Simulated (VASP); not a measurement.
Runs of VASP 6.6.1 on SiC. The structure is that of space group P3m1 (No. 156), or close to it. The cells are those of the table. 

```csv
cell,gap on the mesh (eV),pressure (GPa),largest force (eV/Å)
"a = 3.094, b = 3.094, c = 14.629 Å, angles 90.0, 90.0, 60.0°, 8 atoms",none,-0.3,2.88
"a = 3.094, b = 3.094, c = 11.629 Å, angles 90.0, 90.0, 60.0°, 8 atoms",0.10,-2.9,2.93
"a = 3.094, b = 3.094, c = 10.379 Å, angles 90.0, 90.0, 60.0°, 8 atoms",1.96,-3.3,1.88
"a = 3.094, b = 3.094, c = 13.129 Å, angles 90.0, 90.0, 60.0°, 8 atoms",none,-0.6,2.86
"a = 3.094, b = 3.094, c = 9.829 Å, angles 90.0, 90.0, 60.0°, 8 atoms",1.98,10.8,8.83
"a = 3.094, b = 3.094, c = 16.129 Å, angles 90.0, 90.0, 60.0°, 8 atoms",none,-0.2,2.91
"a = 3.094, b = 3.094, c = 10.629 Å, angles 90.0, 90.0, 60.0°, 8 atoms",1.51,-4.4,(b)
"a = 3.094, b = 3.094, c = 11.129 Å, angles 90.0, 90.0, 60.0°, 8 atoms",0.67,-4.1,(a)
```

Alike in all rows: task single point; level PBE; potentials or basis VASP PAW PBE potentials, release 64 (Si, C); no spin polarisation; k mesh 10 × 10 × 3; cutoff (eV) 520; smearing gaussian 0.05 eV.

Task: Fill in the values left out.

Result: (a) 2.53; (b) 2.17.

Caveats: forces of over 1 eV/Å act on the atoms, so gaps and moduli don't describe the material at rest.

A k mesh can miss the band edges.

A gap of «none» marks levels without a gap at the run's occupations.
